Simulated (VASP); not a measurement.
# BN (P6_3mc) in VASP: a series of runs, part 2 of 2

VASP 6.6.1. Earlier steps stand in the parts before.

### Step 5. Single point, PBE

This run uses another cell than the first one: it holds 12 atoms, not 4.

Input file INCAR:

```
SYSTEM = BN
PREC     = Accurate       ! precision mode
ENCUT    = 520            ! plane-wave cutoff, eV
EDIFF    = 1E-6           ! SCF threshold, eV
ISMEAR   = 0              ! smearing method
SIGMA    = 0.05           ! smearing width, eV
LREAL    = .False.        ! projectors in reciprocal space
LASPH    = .True.         ! aspherical terms in the spheres
NELM     = 80             ! most SCF steps
ALGO     = Normal         ! electronic algorithm
ISIF     = 2              ! what is computed and relaxed
LWAVE    = .False.        ! write WAVECAR
LCHARG   = .False.        ! write CHGCAR
GGA      = PE             ! functional
NBANDS   = 36             ! bands
```

Input file KPOINTS:

```
regular mesh
0
Gamma
  10 10 2
  0 0 0
```

Input file POSCAR:

```
BN
1.0
   -2.5545800960      0.0000000000      0.0000000000
   -1.2772900480     -2.2123312592      0.0000000000
    0.0000000000      0.0000000000     12.6735436055
B N
6 6
Direct
    0.6666666667      0.6666666667      0.3332686182
    0.6666666667      0.6666666667      0.6666019516
    0.6666666667      0.6666666667      0.9999352849
    0.3333333333      0.3333333333      0.1666019516
    0.3333333333      0.3333333333      0.4999352849
    0.3333333333      0.3333333333      0.8332686182
    0.6666666667      0.6666666667      0.2083980484
    0.6666666667      0.6666666667      0.5417313818
    0.6666666667      0.6666666667      0.8750647151
    0.3333333333      0.3333333333      0.0417313818
    0.3333333333      0.3333333333      0.3750647151
    0.3333333333      0.3333333333      0.7083980484
```

Potentials or basis: VASP PAW PBE potentials, release 64 (B, N).

On the command line:

```
cat potpaw_PBE.64/B/POTCAR potpaw_PBE.64/N/POTCAR > POTCAR
mpirun -np 1 vasp_std > vasp.out
```

OUTCAR:

```text
SYSTEM = BN
   PREC = Accurate
   ENCUT = 520
   EDIFF = 1E-6
   ISMEAR = 0
   LREAL = .False.
   LASPH = .True.
   NELM = 80
   ISIF = 2
   GGA = PE

 ion  position               nearest neighbor table
   1  0.667  0.667  0.333-  11 1.57  11 1.57  11 1.57   7 1.58
   2  0.667  0.667  0.667-  12 1.57  12 1.57  12 1.57   8 1.58
   3  0.667  0.667  1.000-  10 1.57  10 1.57  10 1.57   9 1.58
   4  0.333  0.333  0.167-   7 1.57   7 1.57   7 1.57  10 1.58
   5  0.333  0.333  0.500-   8 1.57   8 1.57   8 1.57  11 1.58
   6  0.333  0.333  0.833-   9 1.57   9 1.57   9 1.57  12 1.58
   7  0.667  0.667  0.208-   4 1.57   4 1.57   4 1.57   1 1.58
[... 1175 lines left out ...]
  energy-cutoff  :      520.00
  volume of cell :       71.63
      direct lattice vectors                 reciprocal lattice vectors
    -2.554580096  0.000000000  0.000000000    -0.391453766  0.226005937  0.000000000
    -1.277290048 -2.212331259  0.000000000     0.000000000 -0.452011875  0.000000000
     0.000000000  0.000000000 12.673543606     0.000000000  0.000000000  0.078904530

 POSITION                                       TOTAL-FORCE (eV/Angst)
 -----------------------------------------------------------------------------------
     -2.55458     -1.47489      4.22369         0.000000     -0.000000     -0.000952
     -2.55458     -1.47489      8.44821         0.000000     -0.000000     -0.000952
     -2.55458     -1.47489     12.67272         0.000000     -0.000000     -0.000952
     -1.27729     -0.73744      2.11144         0.000000      0.000000     -0.000952
     -1.27729     -0.73744      6.33595         0.000000      0.000000     -0.000952
     -1.27729     -0.73744     10.56047         0.000000      0.000000     -0.000952
     -2.55458     -1.47489      2.64114        -0.000000      0.000000      0.000952
     -2.55458     -1.47489      6.86566        -0.000000     -0.000000      0.000952
     -2.55458     -1.47489     11.09017        -0.000000     -0.000000      0.000952
     -1.27729     -0.73744      0.52888        -0.000000      0.000000      0.000952
     -1.27729     -0.73744      4.75340         0.000000      0.000000      0.000952
     -1.27729     -0.73744      8.97791         0.000000      0.000000      0.000952
 -----------------------------------------------------------------------------------
    total drift:                                0.000000      0.000000      0.000413

  FREE ENERGIE OF THE ION-ELECTRON SYSTEM (eV)
  ---------------------------------------------------
  free  energy   TOTEN  =      -104.4982290763 eV

  energy  without entropy=     -104.4982290763  energy(sigma->0) =     -104.49822908
```

stdout:

```text
POSCAR found type information on POSCAR B N
 POSCAR found :  2 types and      12 ions
 scaLAPACK will be used
 LDA part: xc-table for (Slater+PW92), standard interpolation
 POSCAR, INCAR and KPOINTS ok, starting setup
 FFT: planning ... GRIDC
 FFT: planning ... GRID_SOFT
 FFT: planning ... GRID
 WAVECAR not read
 entering main loop
```

It took 58 s on 1 thread of AMD EPYC 7R13 (Zen 3), shared host; peak memory 0.17 GiB.

Results:

* Free energy: -104.4982 eV
* Pressure: 0.2 GPa
* Band gap on the k mesh: 5.40 eV

### Step 6. Single point, PBE

This run uses another cell than the first one: it holds 8 atoms, not 4.

Input file INCAR:

```
ALGO = Normal
EDIFF = 1E-6
ENCUT = 520
GGA = PE
ISIF = 2
ISMEAR = 0
LASPH = True
LCHARG = False
LREAL = False
LWAVE = False
NBANDS = 26
NELM = 60
PREC = Accurate
SIGMA = 0.05
```

Input file KPOINTS:

```
k-points
0
Gamma
  12 12 4
```

Input file POSCAR:

```
BN
1.0
    2.5545800960      0.0000000000      0.0000000000
   -1.2772900480      2.2123312591      0.0000000000
    0.0000000000      0.0000000000      8.4490290704
B N
4 4
Direct
    0.6666666667      0.3333333333      0.4999029273
    0.6666666667      0.3333333333      0.9999029273
    0.3333333333      0.6666666667      0.2499029273
    0.3333333333      0.6666666667      0.7499029273
    0.6666666667      0.3333333333      0.3125970727
    0.6666666667      0.3333333333      0.8125970727
    0.3333333333      0.6666666667      0.0625970727
    0.3333333333      0.6666666667      0.5625970727
```

Potentials or basis: VASP PAW PBE potentials, release 64 (B, N).

On the command line:

```
cat potpaw_PBE.64/B/POTCAR potpaw_PBE.64/N/POTCAR > POTCAR
mpirun -np 1 vasp_std > vasp.out
```

Wall time 37 s (1 thread of Intel Xeon 6975P-C (Granite Rapids), shared host); peak memory 0.18 GiB.

It converged, with:

```
Free energy            : -69.6655 eV
Pressure               : 0.2 GPa
Band gap on the k mesh : 5.21 eV
```

Levels at points of the mesh, in eV from the valence-band top:
| k point | band 13 | band 14 | band 15 | band 16 | band 17 | band 18 | band 19 | band 20 |
| --- | --- | --- | --- | --- | --- | --- | --- | --- |
| (0.00, 0.00, 0.00) | -1.16 | -0.26 | 0.00 | 0.00 | 8.33 | 8.33 | 8.55 | 9.40 |
| (0.50, 0.00, 0.00) | -3.73 | -3.53 | -3.53 | -2.09 | 6.56 | 6.56 | 6.68 | 7.94 |
| (0.00, 0.00, 0.50) | -0.37 | -0.37 | -0.37 | -0.37 | 8.77 | 8.77 | 8.77 | 8.77 |
| (0.50, 0.00, 0.50) | -3.46 | -3.46 | -2.64 | -2.64 | 6.80 | 6.80 | 6.82 | 6.82 |

### Step 7. Summary

| task | cell | k mesh | cutoff (eV) | smearing | gap on the mesh (eV) | pressure (GPa) |
| --- | --- | --- | --- | --- | --- | --- |
| relaxation of shape and atoms at fixed volume | relaxed from a = 2.580, b = 2.580, c = 4.266 Å, angles 90.0, 90.0, 120.0°, 4 atoms | 12 × 12 × 6 | 600 | gaussian 0.02 eV | 5.27 | -10.5 |
| relaxation of shape and atoms at fixed volume | relaxed from a = 2.605, b = 2.605, c = 4.307 Å, angles 90.0, 90.0, 120.0°, 4 atoms | 12 × 12 × 6 | 600 | gaussian 0.02 eV | 5.32 | -19.6 |
| relaxation of shape and atoms at fixed volume | relaxed from a = 2.637, b = 2.637, c = 4.361 Å, angles 90.0, 90.0, 120.0°, 4 atoms | 12 × 12 × 6 | 600 | gaussian 0.02 eV | 5.38 | -29.9 |
| single point | a = 2.555, b = 2.555, c = 12.674 Å, angles 90.0, 90.0, 60.0°, 12 atoms | 10 × 10 × 2 | 520 | gaussian 0.05 eV | 5.40 | 0.2 |
| single point | a = 2.555, b = 2.555, c = 8.449 Å, angles 90.0, 90.0, 120.0°, 8 atoms | 12 × 12 × 4 | 520 | gaussian 0.05 eV | 5.21 | 0.2 |

Alike in all rows: level PBE; potentials or basis VASP PAW PBE potentials, release 64 (B, N); no spin polarisation.

Absolute energies hang on the potentials; compare differences alone.
